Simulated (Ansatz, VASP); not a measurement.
# One calculation of Cd, two programs

```
CELL_PARAMETERS angstrom
4.95941 0.00000 0.00000
-2.47970 4.29497 0.00000
0.00000 0.00000 3.04012
ATOMIC_POSITIONS crystal
Cd 0.00000 0.00000 0.00000
Cd 0.33333 0.66667 0.50000
Cd 0.66667 0.33333 0.50000
```

Alike in both runs: task relaxation of cell and atoms; functional revPBE; k mesh 7 × 7 × 10; occupations fermi-dirac, width 0.1 eV; no spin polarisation.

|  | VASP | Ansatz |
| --- | --- | --- |
| version | VASP 6.6.1 | Ansatz 0.2.0 |
| potentials or method | VASP PAW PBE potentials, release 64 (Cd), cutoff 600 eV | plane waves (420 eV) with PAW, scalar-relativistic |
| valence electrons in the cell | 36 | 60 |

Ansatz gave:

```
relaxed volume (Å³/atom)                                     : 24.83
relaxed cell length with the largest relative difference (Å) : 3.151
```

Question: What did VASP give for the same quantities?

Answer: Relaxed volume (Å³/atom): 24.95; relaxed cell length with the largest relative difference (Å): 3.158.

VASP's potentials were made for PBE, not for revPBE. VASP's potentials hold 36 valence electrons a cell and Ansatz's 60, so a difference there can come from the potentials and not from the codes.

Noted on VASP's run: the volume moved by over 15 % at a fixed basis, so the end points are rough.
